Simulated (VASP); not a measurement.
Runs of VASP 6.6.1 on RbBr. The structure is that of space group Fm-3m (No. 225), or close to it. The cells are those of the table. 

```tsv
task	level	cell	k mesh	cutoff (eV)	smearing	grid for exact exchange (PRECFOCK)	share of exact exchange	screening parameter	gap on the mesh (eV)	pressure (GPa)
single point	PBE0	a = 4.879 Å, angles 60.0°, 2 atoms	4 × 4 × 4	520	fermi-dirac 0.05 eV	Normal	-	-	6.20	(b)
relaxation of cell and atoms	PBEsol	relaxed to 20 GPa from a = 4.847 Å, angles 60.0°, 2 atoms	7 × 7 × 7	600	fermi-dirac 0.05 eV	-	-	-	4.43	20.0
single point	PBEsol	a = 4.781 Å, angles 60.0°, 2 atoms	7 × 7 × 7	520	fermi-dirac 0.05 eV	-	-	-	4.31	0.6
single point	PBEsol	a = 4.748 Å, angles 60.0°, 2 atoms	7 × 7 × 7	520	fermi-dirac 0.05 eV	-	-	-	4.36	1.0
single point	PBEsol	a = 4.910 Å, angles 60.0°, 2 atoms	7 × 7 × 7	520	fermi-dirac 0.05 eV	-	-	-	4.13	-0.5
relaxation of cell and atoms	PBEsol	relaxed to 30 GPa from a = 4.847 Å, angles 60.0°, 2 atoms	7 × 7 × 7	600	fermi-dirac 0.05 eV	-	-	-	(c)	30.0
single point	PBE-based screened hybrid	a = 4.847 Å, angles 60.0°, 2 atoms	4 × 4 × 4	520	fermi-dirac 0.05 eV	Normal	0.25	0.6 1/Å	4.84	0.8
single point	PBE-based screened hybrid	a = 4.847 Å, angles 60.0°, 2 atoms	4 × 4 × 4	520	fermi-dirac 0.05 eV	Normal	0.25	0.3 1/Å	5.30	0.8
single point	PBE	a = 4.847 Å, angles 60.0°, 2 atoms	6 × 6 × 6	520	fermi-dirac 0.1 eV	-	-	-	4.36	1.0
single point	PBE-based screened hybrid	a = 4.847 Å, angles 60.0°, 2 atoms	4 × 4 × 4	520	fermi-dirac 0.05 eV	Normal	0.25	0.15 1/Å	5.70	0.8
single point	PBEsol	a = 4.513 Å, angles 60.0°, 2 atoms	7 × 7 × 7	520	fermi-dirac 0.05 eV	-	-	-	(d)	(a)
```

Alike in all rows: potentials or basis VASP PAW PBE potentials, release 64 (Rb_sv, Br); no spin polarisation.

Fill in the values left out.

(a) 5.1; (b) 0.4; (c) 4.00; (d) 4.77.

Caveats: the PAW data sets were made with another functional, which shifts forces and pressure a little (some runs); the cell is relaxed towards a set pressure, so the enthalpy falls and the energy may rise (some runs).

A k mesh can miss the band edges, and the runs leave out spin-orbit coupling on Br, Rb.
